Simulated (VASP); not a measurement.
Set up this calculation in VASP 6.6.1, as the native input.

```
Task                   : single point
Functional             : PBE
Potentials or basis    : VASP PAW PBE potentials, release 64 (Ti_sv, Nb_sv, C)
Cutoff                 : 520 eV
k mesh                 : 6 × 6 × 6
Occupations            : gaussian, width 0.1 eV
Spin                   : no spin polarisation
Dipole correction      : no
Further INCAR settings : ALGO = Normal; EDIFF = 1e-07; NBANDS = 34
```

The structure of Ti2NbC3 lies in POSCAR:

```
Ti2NbC3
1.0
    2.7901713881      1.6109062032      2.9723459008
   -2.7901713881      1.6109062032      2.9723459008
    0.0000000000     -3.2218124028      2.9723459027
Ti Nb C
2 1 3
Direct
    0.1950522504      0.1950522504      0.1950522504
    0.8049477496      0.8049477496      0.8049477496
    0.5000000000      0.5000000000      0.5000000000
    0.0000000000      0.5000000000      0.5000000000
    0.5000000000      0.0000000000      0.5000000000
    0.5000000000      0.5000000000      0.0000000000
```

The cell was generated, and may not be a known phase.

These files were run (other wordings do the same):

INCAR

```
SYSTEM = Ti2NbC3
PREC     = Accurate       ! precision mode
ENCUT    = 520            ! plane-wave cutoff, eV
EDIFF    = 1E-7           ! SCF threshold, eV
ISMEAR   = 0              ! smearing method
SIGMA    = 0.1            ! smearing width, eV
LREAL    = .False.        ! projectors in reciprocal space
LASPH    = .True.         ! aspherical terms in the spheres
NELM     = 100            ! most SCF steps
ALGO     = Normal         ! electronic algorithm
ISIF     = 2              ! what is computed and relaxed
LWAVE    = .False.        ! write WAVECAR
LCHARG   = .False.        ! write CHGCAR
GGA      = PE             ! functional
NBANDS   = 34             ! bands
```

KPOINTS

```
regular mesh
0
Gamma
  6 6 6
  0 0 0
```

Potentials or basis: VASP PAW PBE potentials, release 64 (Ti_sv, Nb_sv, C).

Launch:

```sh
$ cat potpaw_PBE.64/Ti_sv/POTCAR potpaw_PBE.64/Nb_sv/POTCAR potpaw_PBE.64/C/POTCAR > POTCAR
$ mpirun -np 1 vasp_std > vasp.out
```

It gave:

```
Pressure               : 0.0 GPa
Largest force          : 0.021 eV/Å
Band gap on the k mesh : zero (an odd number of electrons rules out a gap without spin polarisation)
```

Caveat: an odd number of electrons without spin polarisation forces a metal; a magnetic or distorted state may lie lower.

Wall time 3.5 min on 1 thread of AMD EPYC 7R13 (shared host), peak memory 0.25 GiB.
